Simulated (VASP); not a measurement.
## Sn2As3: relaxation of cell and atoms with PBE

Sn2As3:

```
Sn As
1.0
     4.35527    0.00000    0.00000
    -2.17764    3.77178    0.00000
     0.00000    0.00000    6.77610
Sn As
2 3
Direct
  0.33333 0.66667 0.24500
  0.66667 0.33333 0.75500
  0.00000 0.00000 0.00000
  0.33333 0.66667 0.64500
  0.66667 0.33333 0.35500
```

```
Program                : VASP 6.6.1
Task                   : relaxation of cell and atoms
Functional             : PBE
Potentials or basis    : VASP PAW PBE potentials, release 64 (Sn_d, As)
Cutoff                 : 600 eV
k mesh                 : 6 × 6 × 4
Occupations            : gaussian, width 0.1 eV
Spin                   : no spin polarisation
Dipole correction      : no
Further INCAR settings : ALGO = Normal; EDIFF = 1e-06; IBRION = 2; EDIFFG = -0.04; NSW = 90; ISIF = 3
```

| Quantity | Value |
| --- | --- |
| Relaxed volume | 27.51 Å³/atom |
| Relaxed cell | a = 4.494 Å, b = 4.494 Å, c = 7.865 Å, α = 90.00°, β = 90.00°, γ = 120.00° |
| Space group after relaxing (to 0.1 Å) | P-3m1 (No. 164) |
| Energy gained by relaxing | 351.6 meV/atom |
| Ionic steps | 32 |
| Pressure after relaxing | 0.0 GPa |
| Largest force after relaxing | 0.023 eV/Å |
| Band gap on the k mesh | zero (an odd number of electrons rules out a gap without spin polarisation) |

Forces on the atoms (eV/Å):
```
Sn   0.000  0.000 -0.001
Sn   0.000  0.000  0.001
As   0.000  0.000  0.000
As   0.000  0.000 -0.023
As   0.000  0.000  0.023
```

Step by step:
```tsv
step	energy change (eV)	largest force (eV/Å)	pressure (GPa)	volume (Å³)
1	0.0000	1.8259	13.04	111.31
2	-0.6469	0.3246	-4.42	143.12
3	-0.8100	0.6913	-0.64	131.52
4	-0.8636	0.6244	-0.51	130.47
5	-0.9882	0.3801	0.06	127.37
6	-0.9955	0.3511	2.18	121.27
7	-1.0386	0.2860	0.95	124.30
8	-1.0516	0.2397	-1.16	128.84
9	-1.0557	0.2476	-0.49	127.30
10	-1.0787	0.2038	-0.31	126.96
11	-1.1661	0.3896	0.60	125.86
12	-1.4650	0.5969	4.20	123.41
13	-0.2871	0.8236	16.94	117.56
14	-1.4698	0.2677	6.95	122.14
15	-1.5092	0.1206	5.79	122.74
16	-1.5110	0.1315	5.57	122.85
17	-1.5125	0.1166	5.60	122.87
18	-1.5163	0.1225	5.68	122.94
19	-1.5210	0.1402	5.84	123.07
20	-1.5198	0.2013	6.16	123.32
21	-1.5221	0.1517	5.97	123.19
22	-1.5290	0.1537	5.88	123.38
23	-1.5491	0.1540	5.55	123.96
24	-1.5861	0.1541	4.94	125.13
25	-1.6484	0.1520	3.77	127.50
26	-1.7285	0.1396	1.71	132.31
27	-1.7348	0.1819	-1.51	142.29
28	-1.7552	0.1224	-0.19	137.72
29	-1.7552	0.1213	-0.08	137.41
30	-1.7557	0.1111	-0.08	137.43
31	-1.7569	0.0768	-0.07	137.47
32	-1.7580	0.0228	0.00	137.55
```

Final structure:
```
Sn As
1.0
     4.49383    0.00000    0.00000
    -2.24691    3.89177    0.00000
     0.00000    0.00000    7.86515
Sn As
2 3
Direct
  0.33333 0.66667 0.17750
  0.66667 0.33333 0.82250
  0.00000 0.00000 0.00000
  0.33333 0.66667 0.54037
  0.66667 0.33333 0.45963
```

Levels at points of the mesh, in eV from the Fermi level:
| k point | band 19 | band 20 | band 21 | band 22 | band 23 | band 24 |
| --- | --- | --- | --- | --- | --- | --- |
| (0.00, 0.00, 0.00) | -1.67 | -1.67 | 0.15 | 0.78 | 1.10 | 1.10 |
| (0.50, 0.00, 0.00) | -2.59 | -1.80 | -1.48 | 0.68 | 0.86 | 1.72 |
| (0.00, 0.00, 0.50) | -1.60 | -1.60 | -0.05 | 0.66 | 0.66 | 1.06 |
| (0.50, 0.00, 0.50) | -2.92 | -2.10 | -1.61 | 0.20 | 1.26 | 1.96 |

Run time: 13 min on 1 thread of Intel(R) Xeon(R) 6975P-C (Granite Rapids) (shared host), peak memory 0.31 GiB.

Caveat: the volume moved by over 15 % at a fixed basis, so the end points are rough; spin-orbit coupling is left out, which moves the levels of the heavy elements.
